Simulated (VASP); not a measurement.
Input of a VASP 6.6.1 run:

Contents of INCAR:

```
SYSTEM = HPt2
PREC     = Accurate       ! precision mode
ENCUT    = 520            ! plane-wave cutoff, eV
EDIFF    = 1E-6           ! SCF threshold, eV
ISMEAR   = 0              ! smearing method
SIGMA    = 0.1            ! smearing width, eV
LREAL    = .False.        ! projectors in reciprocal space
LASPH    = .True.         ! aspherical terms in the spheres
NELM     = 80             ! most SCF steps
ALGO     = Normal         ! electronic algorithm
ISIF     = 2              ! what is computed and relaxed
LWAVE    = .False.        ! write WAVECAR
LCHARG   = .True.         ! write CHGCAR
GGA      = PE             ! functional
LELF     = .True.         ! ELF
LVHAR    = .True.       
NBANDS   = 18             ! bands
```

KPOINTS

```
Automatic mesh
0
Gamma
  8 8 8
  0 0 0
```

POSCAR

```
HPt2
1.0
   -1.3680615218      1.3680615218      4.7292871429
    1.3680615218     -1.3680615218      4.7292871429
    1.3680615218      1.3680615218     -4.7292871429
H Pt
1 2
Direct
    0.0000000000      0.0000000000      0.0000000000
    0.6390721674      0.6390721674      0.0000000000
    0.3609278326      0.3609278326      0.0000000000
```

Potentials or basis: VASP PAW PBE potentials, release 64 (H, Pt).

The run is started by

```bash
$ cat potpaw_PBE.64/H/POTCAR potpaw_PBE.64/Pt/POTCAR > POTCAR
$ mpirun -np 1 vasp_std > vasp.out
```

Q: What does it give for the largest force?

A: 0.007 eV/Å.

Q: What does it give for the pressure?

A: -0.2 GPa.

Forces in eV/Å, atoms in the order of the input:
```
H    0.000  0.000  0.000
Pt   0.000  0.000 -0.007
Pt   0.000  0.000  0.007
```

Caveat: the k points lie up to 0.41 Å⁻¹ apart.
